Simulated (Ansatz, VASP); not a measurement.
One calculation of Rh, two programs

```
Rh
1.0
     2.70818    0.00000    0.00000
    -1.35409    2.34535    0.00000
     0.00000    0.00000   26.05608
Rh
6
Direct
  0.66667 0.33333 0.28784
  0.33333 0.66667 0.37270
  0.00000 0.00000 0.45757
  0.66667 0.33333 0.54243
  0.33333 0.66667 0.62730
  0.00000 0.00000 0.71216
```

Alike in both runs: task single point; functional PBE; k mesh 15 × 15 × 1; occupations gaussian, width 0.1 eV; no spin polarisation.

|  | VASP | Ansatz |
| --- | --- | --- |
| version | VASP 6.6.1 | Ansatz 0.2.0 |
| potentials or method | VASP PAW PBE potentials, release 64 (Rh_pv), cutoff 520 eV | scalar-relativistic, plane waves, PAW |
| valence electrons in the cell | 90 | 102 |

|  | VASP | Ansatz | Ansatz less VASP |
| --- | --- | --- | --- |
| gap on the k mesh at the Fermi level (eV) | none | none | - |
| rms of the force components (eV/Å) | 0.142 | 0.141 | -0.0004 |

Atom by atom the forces differ by 0.001 eV/Å (rms over components). A gap of «none» marks a metal or a gap that the smearing closes. VASP's potentials hold 90 valence electrons a cell and Ansatz's 102, so a difference there can come from the potentials and not from the codes. Ansatz's warnings: xc potential rough in thin density.
